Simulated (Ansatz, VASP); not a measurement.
# Al: VASP beside Ansatz

```
CELL_PARAMETERS angstrom
0.00000 4.04062 -4.04062
4.04062 4.04062 0.00000
4.04062 0.00000 -4.04062
ATOMIC_POSITIONS crystal
Al 0.50001 0.00005 0.49998
Al 0.49990 0.50041 0.50007
Al 0.99985 0.00008 0.49994
Al 0.00012 0.49989 0.50002
Al 0.50000 0.00003 0.99986
Al 0.50008 0.49986 0.00014
Al 0.00006 0.99977 0.99996
Al 0.99998 0.49991 0.00003
```

Change from the starting cell: atom 2 moved 1.20 Å; relaxed back.

Alike in both runs: functional PBE; k mesh 8 × 8 × 8; occupations gaussian, width 0.15 eV; no spin polarisation.

Ansatz relaxed the structure, and its values are those at the end. VASP's run is a single point on that final structure, the one shown.

|  | VASP | Ansatz |
| --- | --- | --- |
| version | VASP 6.6.1 | Ansatz 0.2.0 |
| potentials or method | VASP PAW PBE potentials, release 64 (Al), cutoff 520 eV | scalar-relativistic, plane waves, PAW |
| valence electrons in the cell | 24 | 24 |

|  | VASP | Ansatz | Ansatz less VASP |
| --- | --- | --- | --- |
| gap on the k mesh at the Fermi level (eV) | none | none | - |
| pressure (GPa) | -0.1 | 0.0 | +0.04 |

A gap of «none» marks a metal or a gap that the smearing closes. Ansatz's warnings: stress scf threshold loose.
